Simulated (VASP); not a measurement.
# As in VASP: a series of runs, part 2 of 3

VASP 6.6.1. Earlier steps stand in the parts before.

### Step 4. Single point, PBE

This run uses another cell than the first one.

INCAR

```
SYSTEM = As
PREC = Accurate ; ENCUT = 520
EDIFF = 1E-6 ; ISMEAR = -1
SIGMA = 0.02 ; LREAL = .False.
LASPH = .True. ; NELM = 80
ALGO = Normal ; ISIF = 2
LWAVE = .False. ; LCHARG = .False.
LDIPOL = .True. ; IDIPOL = 3
DIPOL = 0.5 0.5 0.336 ; GGA = PE
NBANDS = 18
```

KPOINTS

```
Automatic mesh
0
Gamma
  6 6 1
  0 0 0
```

POSCAR

```
As
1.0
    4.7308601341      0.0000000000      0.0000000000
    0.0000000000      3.6920967852      0.0000000000
    0.0000000000      0.0000000000     28.2703730404
As
4
Direct
    0.0707555533      0.0000000000      0.3784627769
    0.4292444467      0.5000000000      0.3784627769
    0.5707555533      0.5000000000      0.2936189099
    0.9292444467      0.0000000000      0.2936189099
```

Potentials or basis: VASP PAW PBE potentials, release 64 (As).

On the command line:

```sh
cat potpaw_PBE.64/As/POTCAR > POTCAR
mpirun -np 1 vasp_std > vasp.out
```

OUTCAR:

```text
SYSTEM = As
   PREC = Accurate
   ENCUT = 520
   EDIFF = 1E-6
   ISMEAR = -1
   LREAL = .False.
   LASPH = .True.
   NELM = 80
   ISIF = 2
   GGA = PE

 ion  position               nearest neighbor table
   1  0.071  0.000  0.378-   4 2.49   2 2.51   2 2.51
   2  0.429  0.500  0.378-   3 2.49   1 2.51   1 2.51
   3  0.571  0.500  0.294-   2 2.49   4 2.51   4 2.51
   4  0.929  0.000  0.294-   1 2.49   3 2.51   3 2.51

  LATTYP: Found a simple orthorhombic cell.
 ALAT       =     3.6920967852
 B/A-ratio  =     1.2813478111
 C/A-ratio  =     7.6569967379

  Lattice vectors:

 A1 = (   0.0000000000,  -3.6920967852,   0.0000000000)
 A2 = (   4.7308601341,   0.0000000000,   0.0000000000)
 A3 = (   0.0000000000,   0.0000000000,  28.2703730404)

Analysis of symmetry for initial positions (statically):
=====================================================================
 Subroutine PRICEL returns:
 Original cell was already a primitive cell.

 Routine SETGRP: Setting up the symmetry group for a
 simple orthorhombic supercell.

 Subroutine GETGRP returns: Found  8 space group operations
 (whereof  2 operations were pure point group operations)
 out of a pool of  8 trial point group operations.

The static configuration has the point symmetry C_1h.
 The point group associated with its full space group is D_2h.

Analysis of symmetry for dynamics (positions and initial velocities):
=====================================================================
 Subroutine PRICEL returns:
 Original cell was already a primitive cell.

 Routine SETGRP: Setting up the symmetry group for a
 simple orthorhombic supercell.

 Subroutine GETGRP returns: Found  8 space group operations
 (whereof  2 operations were pure point group operations)
 out of a pool of  8 trial point group operations.

The dynamic configuration has the point symmetry C_1h.
 The point group associated with its full space group is D_2h.

 Subroutine INISYM returns: Found  8 space group operations
 (whereof  2 operations are pure point group operations),
 and found     1 'primitive' translations

----------------------------------------------------------------------------------------

                                     Primitive cell

  volume of cell :     493.7928

  direct lattice vectors                    reciprocal lattice vectors
     4.730860134  0.000000000  0.000000000     0.211378052  0.000000000  0.000000000
     0.000000000  3.692096785  0.000000000     0.000000000  0.270848804  0.000000000
     0.000000000  0.000000000 28.270373040     0.000000000  0.000000000  0.035372720

  length of vectors
     4.730860134  3.692096785 28.270373040     0.211378052  0.270848804  0.035372720

  position of ions in fractional coordinates (direct lattice)
     0.070755553  0.000000000  0.378462777
     0.429244447  0.500000000  0.378462777
     0.570755553  0.500000000  0.293618910
     0.929244447  0.000000000  0.293618910

  ion indices of the primitive-cell ions
   primitive index   ion index
                 1           1
                 2           2
                 3           3
                 4           4

[... 30 lines left out ...]
  0.333333  0.000000  0.000000      2.000000
  0.500000  0.000000  0.000000      1.000000
  0.000000  0.166667  0.000000      2.000000
  0.166667  0.166667  0.000000      4.000000
[... 8 lines left out ...]
  0.333333  0.500000  0.000000      2.000000
  0.500000  0.500000  0.000000      1.000000
   k-points           NKPTS =     16   k-points in BZ     NKDIM =     16   number of bands    NBANDS=     18
   number of dos      NEDOS =    301   number of ions     NIONS =      4
   total plane-waves  NPLWV = 211680
   dimension x,y,z NGX =    36 NGY =   28 NGZ =  210
   dimension x,y,z NGXF=    72 NGYF=   56 NGZF=  420
   ions per type =               4
   NGX,Y,Z   is equivalent  to a cutoff of  12.65, 12.61, 12.35 a.u.
   NGXF,Y,Z  is equivalent  to a cutoff of  25.30, 25.22, 24.70 a.u.
 SYSTEM =  As
   PREC   = accura    normal or accurate (medium, high low for compatibility)
   ISTART =      0    job   : 0-new  1-cont  2-samecut
   ICHARG =      2    charge: 1-file 2-atom 10-const
   ISPIN  =      1    spin polarized calculation?
   LNONCOLLINEAR =      F non collinear calculations
   LSORBIT =      F    spin-orbit coupling
   LASPH  =      T    aspherical Exc in radial PAW
   ENCUT  =  520.0 eV  38.22 Ry    6.18 a.u.   8.80  6.86 52.56*2*pi/ulx,y,z
   NELM   =     80;   NELMIN=  2; NELMDL= -5     # of ELM steps
   EDIFF  = 0.1E-05   stopping-criterion for ELM
   LREAL  =      F    real-space projection
   EDIFFG = 0.1E-04   stopping-criterion for IOM
   NSW    =      0    number of steps for IOM
   IBRION =     -1    ionic relax: 0-MD 1-quasi-New 2-CG
   NFREE  =      0    steps in history (QN), initial steepest desc. (CG)
   ISIF   =      2    stress and relaxation
   ISYM   =      2    0-nonsym 1-usesym 2-fastsym
   POTIM  = 0.5000    time-step for ionic-motion
   TEBEG  =    0.0;   TEEND  =   0.0 temperature during run
   PSTRESS=    0.0 pullay stress
   NELECT =      20.0000    total number of electrons
   NUPDOWN=      -1.0000    fix difference up-down
   EMIN   =  10.00;   EMAX   =-10.00  energy-range for DOS
   EFERMI =   0.00;   METHOD = LEGACY
   ISMEAR =    -1;   SIGMA  =   0.02  broadening in eV -4-tet -1-fermi 0-gaus
   EFERMI_NEDOS =   21; number of points for ismear=-14 and -15
   IALGO  =     38    algorithm
   IMIX   =      4    mixing-type and parameters
     AMIX     =   0.40;   BMIX     =  1.00
     AMIX_MAG =   1.60;   BMIX_MAG =  1.00
  volume/ion in A,a.u.               =     123.45       833.07
  Fermi-wavevector in a.u.,A,eV,Ry     =   0.562216  1.062434  4.300623  0.316087
  Thomas-Fermi vector in A             =   1.598842
   LORBIT       =      0    0 simple, 1 ext, 2 COOP (PROOUT), +10 PAW based schemes
   GGA     = PE    functional components
   LHFCALC =     F    Hartree Fock is set to
   AEXX    =    0.0000 exact exchange contribution
   IVDW    =     0    specifies the selected vdW correction
   LEPSILON=     F    determine dielectric tensor
   LRPA    =     F    only Hartree local field effects (RPA)
 non-spin polarized calculation
  energy-cutoff  :      520.00
  volume of cell :      493.79
 maximum number of plane-waves:     13380
 NGX is ok and might be reduce to    36
   NGX = 17   NGY = 13   NGZ =105

 dipolmoment           0.000000      0.000000     -0.000012 electrons x Angstroem

 number of electron      19.9999998 magnetization

 dipolmoment           0.000000      0.000000      0.000001 electrons x Angstroem

 Free energy of the ion-electron system (eV)
  ---------------------------------------------------
  ext. energy  EPLUGINS =         0.00000000
  ---------------------------------------------------
  free energy    TOTEN  =       -18.51456320 eV

  energy without entropy =      -18.51456320  energy(sigma->0) =      -18.51456320

 E-fermi :  -2.5693     XC(G=0):  -2.2331

 val. band max:       -3.0015503324   @ k =   0.3333   0.0000   0.0000
 cond. band min:      -2.1607370506   @ k =   0.0000   0.0000   0.0000
 fundamental gap:      0.8408132818
 Fermi energy:        -2.5693153132

 k-point     1 :       0.0000    0.0000    0.0000
  band No.  band energies     occupation
      1     -16.9162      2.00000
      2     -14.8135      2.00000
      3     -12.1721      2.00000
      4      -9.1036      2.00000
      5      -7.5403      2.00000
      6      -6.6514      2.00000
[... 313 lines left out ...]
      5      -7.5378      2.00000
      6      -7.5378      2.00000
[... 10 lines left out ...]
     17       2.9570      0.00000
     18       2.9570      0.00000

------------------------ aborting loop because EDIFF is reached ----------------------------------------

 vacuum level on the upper side and lower side of the slab       (xc-potential included)        -0.006        -0.006

  FORCE on cell =-STRESS in cart. coord.  units (eV):
  Direction    XX          YY          ZZ          XY          YZ          ZX
  --------------------------------------------------------------------------------------
  -------------------------------------------------------------------------------------
  Total        0.1398037      0.1830481      0.1912395      0.0000000      0.0000000      0.0000000
  in kB        0.4536121      0.5939243      0.6205023      0.0000000      0.0000000      0.0000000
  external PRESSURE =       0.5560129 kB  Pullay stress =       0.0000000 kB

 VOLUME and BASIS-vectors are now :
 -----------------------------------------------------------------------------
  energy-cutoff  :      520.00
  volume of cell :      493.79
      direct lattice vectors                 reciprocal lattice vectors
     4.730860134  0.000000000  0.000000000     0.211378052  0.000000000  0.000000000
     0.000000000  3.692096785  0.000000000     0.000000000  0.270848804  0.000000000
     0.000000000  0.000000000 28.270373040     0.000000000  0.000000000  0.035372720

 POSITION                                       TOTAL-FORCE (eV/Angst)
 -----------------------------------------------------------------------------------
      0.33473      0.00000     10.69928        -0.041785      0.000000      0.040561
      2.03070      1.84605     10.69928         0.041785     -0.000000      0.040561
      2.70016      1.84605      8.30072        -0.041785     -0.000000     -0.040561
      4.39613      0.00000      8.30072         0.041785     -0.000000     -0.040561
 -----------------------------------------------------------------------------------
    total drift:                               -0.000000     -0.000000      0.000022

  FREE ENERGIE OF THE ION-ELECTRON SYSTEM (eV)
  ---------------------------------------------------
  free  energy   TOTEN  =       -18.5145632016 eV

  energy  without entropy=      -18.5145632016  energy(sigma->0) =      -18.51456320

 vacuum level on the upper side and lower side of the slab         1.646         1.646
```

OSZICAR:

```text
N       E                     dE             d eps       ncg     rms          rms(c)
DAV:   1     0.139036945068E+03    0.13904E+03   -0.55136E+03   576   0.730E+02
DAV:   2     0.660392401507E+00   -0.13838E+03   -0.13059E+03   912   0.130E+02
DAV:   3    -0.181471317594E+02   -0.18808E+02   -0.18703E+02   792   0.569E+01
[... 12 lines left out ...]
DAV:  16    -0.185145254167E+02   -0.29540E-04   -0.80100E-07   596   0.257E-03    0.673E-04
DAV:  17    -0.185145528746E+02   -0.27458E-04   -0.17246E-06   602   0.324E-03    0.518E-04
DAV:  18    -0.185145605812E+02   -0.77066E-05   -0.27187E-07   624   0.151E-03    0.162E-04
DAV:  19    -0.185145623331E+02   -0.17519E-05   -0.21979E-08   546   0.528E-04    0.181E-04
DAV:  20    -0.185145632016E+02   -0.86854E-06   -0.10645E-08   518   0.301E-04
   1 F= -.18514563E+02 E0= -.18514563E+02  d E =-.537915E-10
```

Wall time 5.3 min (1 thread of Intel Xeon 8259CL, shared host); peak memory 0.52 GiB.

What came out:

- Free energy: -18.5146 eV
- Largest force: 0.058 eV/Å
- Band gap on the k mesh: 0.84 eV (least direct gap 0.89 eV)

Forces in eV/Å, atoms in the order of the input:
```
As  -0.042  0.000  0.041
As   0.042  0.000  0.041
As  -0.042  0.000 -0.041
As   0.042  0.000 -0.041
```

### Step 5. Single point, PBE

This run uses another cell than the first one.

INCAR

```
ALGO = Normal
DIPOL = 0.5 0.5 0.336
EDIFF = 1E-7
ENCUT = 520
GGA = PE
IDIPOL = 3
ISIF = 2
ISMEAR = -1
LASPH = T
LCHARG = T
LDIPOL = T
LELF = T
LREAL = F
LVACPOTAV = T
LVHAR = T
LWAVE = F
NBANDS = 18
NELM = 100
PREC = Accurate
SIGMA = 0.02
```

KPOINTS

```
k-points
0
Gamma
  6 8 1
```

POSCAR

```
As
1.0
    4.8073432907      0.0000000000      0.0000000000
    0.0000000000      3.6338988400      0.0000000000
    0.0000000000      0.0000000000     28.2703730404
As
4
Direct
    0.0760355692      0.0000000000      0.3777315134
    0.4239644308      0.5000000000      0.3777315134
    0.5760355692      0.5000000000      0.2943501734
    0.9239644308      0.0000000000      0.2943501734
```

On the command line:

```sh
cat potpaw_PBE.64/As/POTCAR > POTCAR
mpirun -np 1 vasp_std > vasp.out
```

Run time: 8 min. Hardware: 1 thread of Intel Xeon 8259CL, shared host; peak memory 0.55 GiB.

The run converged. Its results:

- Free energy: -18.4891 eV
- Largest force: 0.401 eV/Å
- Band gap on the k mesh: 0.91 eV
- Ionisation potential of the upper face: 4.72 eV

Forces in eV/Å, atoms in the order of the input:
```
As  -0.303  0.000  0.263
As   0.303  0.000  0.263
As  -0.303  0.000 -0.263
As   0.303  0.000 -0.263
```

Levels at points of the mesh, in eV from the valence-band top:
| k point | band 7 | band 8 | band 9 | band 10 | band 11 | band 12 | band 13 | band 14 |
| --- | --- | --- | --- | --- | --- | --- | --- | --- |
| (0.00, 0.00, 0.00) | -2.65 | -1.44 | -1.09 | 0.00 | 0.91 | 2.08 | 2.54 | 3.28 |
| (0.50, 0.00, 0.00) | -1.77 | -1.77 | -0.77 | -0.77 | 1.60 | 1.60 | 3.14 | 3.14 |
| (0.00, 0.50, 0.00) | -2.32 | -2.32 | -1.74 | -1.74 | 1.26 | 1.26 | 2.03 | 2.03 |
| (0.50, 0.50, 0.00) | -3.94 | -3.94 | -1.20 | -1.20 | 2.60 | 2.60 | 4.19 | 4.19 |

### Step 6. Single point, LDA

This run uses another cell than the first one.

INCAR

```
ALGO     = Normal         # electronic algorithm
DIPOL    = 0.5 0.5 0.336
EDIFF    = 1E-6           # SCF threshold, eV
ENCUT    = 520            # plane-wave cutoff, eV
IDIPOL   = 3            
ISIF     = 2              # what is computed and relaxed
ISMEAR   = 0              # smearing method
LASPH    = True           # aspherical terms in the spheres
LCHARG   = False          # write CHGCAR
LDIPOL   = True         
LREAL    = False          # projectors in reciprocal space
LWAVE    = False          # write WAVECAR
NBANDS   = 18             # bands
NELM     = 60             # most SCF steps
PREC     = Accurate       # precision mode
SIGMA    = 0.01           # smearing width, eV
```

KPOINTS is that of step 5.

POSCAR is that of step 5.

Potentials or basis: VASP PAW LDA potentials, release 64 (As).

On the command line:

```sh
cat potpaw_LDA.64/As/POTCAR > POTCAR
mpirun -np 1 vasp_std > vasp.out
```

It took 6 min on 1 thread of Intel Xeon 8259CL, shared host; peak memory 0.43 GiB.

Results (log left out):

* Free energy: -20.8326 eV
* Largest force: 0.125 eV/Å
* Band gap on the k mesh: 0.84 eV

Forces in eV/Å, atoms in the order of the input:
```
As  -0.112  0.000 -0.055
As   0.112  0.000 -0.055
As  -0.112  0.000  0.055
As   0.112  0.000  0.055
```

Levels at points of the mesh, in eV from the valence-band top:
```tsv
k point	band 6	band 7	band 8	band 9	band 10	band 11	band 12	band 13	band 14	band 15
(0.00, 0.00, 0.00)	-3.73	-2.66	-1.48	-1.10	0.00	0.84	2.00	2.46	3.23	4.50
(0.50, 0.00, 0.00)	-2.67	-1.78	-1.78	-0.79	-0.79	1.51	1.51	3.08	3.08	3.24
(0.00, 0.50, 0.00)	-3.77	-2.33	-2.33	-1.75	-1.75	1.16	1.16	1.94	1.94	3.32
(0.50, 0.50, 0.00)	-4.51	-3.96	-3.96	-1.21	-1.21	2.53	2.53	4.13	4.13	5.76
```

(Continued in part 3 of 3.)
